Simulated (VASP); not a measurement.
A run of VASP 6.6.1 is set up as follows.

File INCAR:

```
SYSTEM = Ag3Ru17
  PREC = Accurate
  ENCUT = 520
  EDIFF = 1E-7
  ISMEAR = 0
  SIGMA = 0.1
  LREAL = Auto
  LASPH = .True.
  NELM = 100
  ALGO = Fast
  ISIF = 2
  LWAVE = .False.
  LCHARG = .False.
  GGA = PE
  ISYM = 0
  NBANDS = 152
```

The input KPOINTS:

```
Automatic mesh
0
Gamma
  2 2 2
  0.5 0.5 0.5
```

The input POSCAR:

```
Ag3Ru17
1.0
    4.0906918245     -2.3529421772     -4.4010386432
    4.0908164866     -2.3529569846      4.4011635288
   -1.4034184036     -7.1278427097     -0.0000074563
Ru Ag
17 3
Direct
    0.1445068073      0.3949251476      0.5918060685
    0.9379011214      0.1883010686      0.4104788640
    0.6388013871      0.8891635936      0.5987488531
    0.4401005077      0.6904542588      0.4059528511
    0.2402274237      0.4906134095      0.2052518291
    0.5375409112      0.7879093373      0.9985841415
    0.3418676075      0.5922318832      0.7974043808
    0.0674197995      0.8006370623      0.5983385024
    0.8665417837      0.5980735176      0.4001612210
    0.5502282954      0.3178067941      0.5983297450
    0.3476555800      0.1169763754      0.4001954784
    0.1725091821      0.8940747328      0.2023935392
    0.9737693228      0.7051499614      0.0007292359
    0.7451369539      0.5233061945      0.7962579430
    0.6436612901      0.4228581988      0.2023864233
    0.4547199337      0.2241470069      0.0007299484
    0.2729275575     -0.0045091686      0.7963038009
    0.0385152320      0.2889150660      1.0019487987
    0.8399982290      0.0903969534      0.8002258103
    0.7391176266      0.9895313248      0.2034924302
```

Potentials or basis: VASP PAW PBE potentials, release 64 (Ru_pv, Ag).

Launch:

```sh
$ cat potpaw_PBE.64/Ru_pv/POTCAR potpaw_PBE.64/Ag/POTCAR > POTCAR
$ mpirun -np 1 vasp_std > vasp.out
```

**Question.** Predict the band gap on the k mesh.

**Answer.** Zero (an odd number of electrons rules out a gap without spin polarisation).

**Question.** Estimate the pressure.

**Answer.** -0.1 GPa.

Forces in eV/Å, atoms in the order of the input:
```
Ru  -0.012  0.000  0.000
Ru  -0.021 -0.001  0.000
Ru   0.003  0.020  0.001
Ru   0.014  0.009  0.002
Ru   0.013  0.017  0.001
Ru  -0.017 -0.002 -0.002
Ru  -0.017 -0.008  0.002
Ru  -0.010  0.004  0.012
Ru  -0.003  0.008  0.003
Ru  -0.010  0.003 -0.012
Ru  -0.003  0.010 -0.005
Ru   0.007  0.000  0.015
Ru   0.006 -0.008 -0.010
Ru   0.010 -0.012 -0.014
Ru   0.009 -0.002 -0.015
Ru   0.007 -0.008  0.008
Ru   0.010 -0.009  0.015
Ag  -0.026  0.023  0.000
Ag   0.027 -0.035  0.000
Ag   0.015 -0.010 -0.001
```

Caveat: the k points lie up to 0.50 Å⁻¹ apart, too coarse for converged energies and pressures of a metal.
